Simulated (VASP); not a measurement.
Crystal: WAu.

```
W Au
1.0
     0.00000    2.74798    2.74798
     2.74798    0.00000    2.74798
     2.74798    2.74798    0.00000
W Au
1 1
Direct
  0.00000 0.00000 0.00000
  0.75000 0.75000 0.75000
```

- Program: VASP 6.6.1
- Task: relaxation of cell and atoms
- Functional: RPBE
- Dispersion: D4
- Potentials or basis: VASP PAW PBE potentials, release 64 (W_sv, Au)
- Cutoff: 600 eV
- k mesh: 8 × 8 × 8
- Occupations: fermi-dirac, width 0.05 eV
- Spin: no spin polarisation

At the start: pressure 26.7 GPa; volume 20.75 Å³/atom.

Task: How do energy, volume and symmetry change on relaxing?

Result: Over 5 steps the energy falls by 220.0 meV/atom and the volume is 23.77 Å³/atom (+14.6 %); space group F-43m (No. 216, to 0.05 Å).

The path:
```
step  energy change (eV)  largest force (eV/Å)  pressure (GPa)  volume (Å³)
   1              0.0000                0.0000           26.69        41.50
   2              1.1511                0.0000          -19.57        65.92
   3             -0.4343                0.0000           -2.25        48.34
   4             -0.4397                0.0000           -0.46        47.70
   5             -0.4400                0.0000           -0.02        47.54
```

Final structure:
```
CELL_PARAMETERS angstrom
0.00000 2.87528 2.87528
2.87528 0.00000 2.87528
2.87528 2.87528 0.00000
ATOMIC_POSITIONS crystal
W 0.00000 0.00000 0.00000
Au 0.75000 0.75000 0.75000
```

Caveat: the PAW data sets were made with another functional, which shifts forces and pressure a little; pairwise dispersion overbinds metals, which lowers pressure and volume.
